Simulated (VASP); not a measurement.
Here is a VASP 6.6.1 calculation.

Contents of INCAR:

```
SYSTEM = CdS
  PREC = Accurate
  ENCUT = 520
  EDIFF = 1E-7
  ISMEAR = -1
  SIGMA = 0.05
  LREAL = .FALSE.
  LASPH = .TRUE.
  NELM = 80
  ALGO = Normal
  ISIF = 2
  LWAVE = .FALSE.
  LCHARG = .FALSE.
  GGA = RE
  NBANDS = 16
```

The input KPOINTS:

```
Automatic mesh
0
G
  8 8 8
  0 0 0
```

The input POSCAR:

```
CdS
1.0
    0.0000000000      2.9919832817      2.9919832817
    2.9919832817      0.0000000000      2.9919832817
    2.9919832817      2.9919832817      0.0000000000
Cd S
1 1
Direct
    0.0000000000      0.0000000000      0.0000000000
    0.7500000000      0.7500000000      0.7500000000
```

Potentials or basis: VASP PAW PBE potentials, release 64 (Cd, S).

Launch:

```bash
$ cat potpaw_PBE.64/Cd/POTCAR potpaw_PBE.64/S/POTCAR > POTCAR
$ mpirun -np 1 vasp_std > vasp.out
```

Task: Estimate the pressure.

Result: 0.3 GPa.

Task: Estimate the band gap on the k mesh.

Result: 1.12 eV, direct.

Caveat: the PAW data sets were made with another functional, which shifts forces and pressure a little. As with any semilocal functional, this revPBE gap is likely too small.
